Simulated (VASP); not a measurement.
Input of a VASP 6.6.1 run:

Contents of INCAR:

```
SYSTEM = Bi2Te3
ALGO = Normal ; EDIFF = 1E-7
ENCUT = 520 ; GGA = PE
ISIF = 2 ; ISMEAR = 0
LASPH = .TRUE. ; LCHARG = .FALSE.
LREAL = .FALSE. ; LWAVE = .FALSE.
NBANDS = 32 ; NELM = 80
PREC = Accurate ; SIGMA = 0.1
```

KPOINTS

```
k-points
0
G
  4 4 4
  0 0 0
```

The input POSCAR:

```
Bi2Te3
1.0
   -2.1813847888      2.1813847888      8.6625936736
    2.1813847888     -2.1813847888      8.6625936736
    2.1813847888      2.1813847888     -8.6625936736
Bi Te
2 3
Direct
    0.1292241885      0.1292241885      0.0000000000
    0.8707758115      0.8707758115      0.0000000000
    0.3205826982      0.3205826982      0.0000000000
    0.6794173018      0.6794173018      0.0000000000
    0.5000000000      0.5000000000      0.0000000000
```

Potentials or basis: VASP PAW PBE potentials, release 64 (Bi_d, Te).

Run with:

```sh
$ cat potpaw_PBE.64/Bi_d/POTCAR potpaw_PBE.64/Te/POTCAR > POTCAR
$ mpirun -np 1 vasp_std > vasp.out
```

(1) Predict the pressure.

(2) Predict the band gap on the k mesh.

## Answers

(1) 0.0 GPa.

(2) zero (bands 24 and 25 overlap by 0.53 eV).

Caveat: the k points lie up to 0.37 Å⁻¹ apart, too coarse for converged energies and pressures of a metal; spin-orbit coupling is left out, which moves the levels of the heavy elements.
